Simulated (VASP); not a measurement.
A run of VASP 6.6.1:

File INCAR:

```
SYSTEM = GaFe3
PREC = Accurate
ENCUT = 520
EDIFF = 1E-6
ISMEAR = -1
SIGMA = 0.03
LREAL = .False.
LASPH = .True.
NELM = 150
ALGO = Normal
ISIF = 2
LWAVE = .False.
LCHARG = .False.
ISPIN = 2
MAGMOM = 0 3 3 3
LORBIT = 11
LMAXMIX = 4
GGA = PS
NBANDS = 30
```

Contents of KPOINTS:

```
Automatic mesh
0
Gamma
  8 8 8
  0 0 0
```

The input POSCAR:

```
GaFe3
1.0
    0.0000000000      2.8915940000      2.8915940000
    2.8915940000      0.0000000000      2.8915940000
    2.8915940000      2.8915940000      0.0000000000
Ga Fe
1 3
Direct
    0.0000000000      0.0000000000      0.0000000000
    0.5000000000      0.5000000000      0.5000000000
    0.7500000000      0.7500000000      0.7500000000
    0.2500000000      0.2500000000      0.2500000000
```

Potentials or basis: VASP PAW PBE potentials, release 64 (Ga_d, Fe).

Command:

```console
$ cat potpaw_PBE.64/Ga_d/POTCAR potpaw_PBE.64/Fe/POTCAR > POTCAR
$ mpirun -np 1 vasp_std > vasp.out
```

Hardware: 1 thread of Intel(R) Xeon(R) Platinum 8488C (Sapphire Rapids) (shared host).

How long does it take, and how much memory?

Run time: 76 s on 1 thread of Intel(R) Xeon(R) Platinum 8488C (Sapphire Rapids), on a shared host, peak memory 0.22 GiB. Counts: scf iterations 14, k points 29.
